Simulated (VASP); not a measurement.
Here is a VASP 6.6.1 calculation.

File INCAR:

```
PREC = Accurate
ENCUT = 520
EDIFF = 1E-7
ISMEAR = 0
SIGMA = 0.05
LREAL = F
LASPH = T
NELM = 80
ALGO = Normal
ISIF = 2
LWAVE = F
LCHARG = F
GGA = PS
NBANDS = 11
```

KPOINTS

```
regular mesh
0
Gamma
  8 8 8
```

Contents of POSCAR:

```
MgS
1.0
    0.0000000000      2.5626252500      2.6016500000
    2.5626252500      0.0000000000      2.6016500000
    2.5626252500      2.5626252500      0.0000000000
Mg S
1 1
Direct
    0.0000000000      0.0000000000      0.0000000000
    0.5000000000      0.5000000000      0.5000000000
```

Potentials or basis: VASP PAW PBE potentials, release 64 (Mg, S).

The run is started by

```sh
$ cat potpaw_PBE.64/Mg/POTCAR potpaw_PBE.64/S/POTCAR > POTCAR
$ mpirun -np 1 vasp_std > vasp.out
```

**Question.** What does it give for the band gap on the k mesh?

**Answer.** 2.70 eV, indirect (least direct gap 3.79 eV).

**Question.** Estimate the pressure.

**Answer.** 1.3 GPa.

Stress tensor (GPa, compression positive):
```
1.90 0.00 0.00
0.00 1.90 0.00
0.00 0.00 0.09
```

Caveat: the cell differs from its parent crystal (strain -0.015 along x and y, +0.000 along z); the PAW data sets were made with another functional, which shifts forces and pressure a little. A k mesh can miss the band edges.
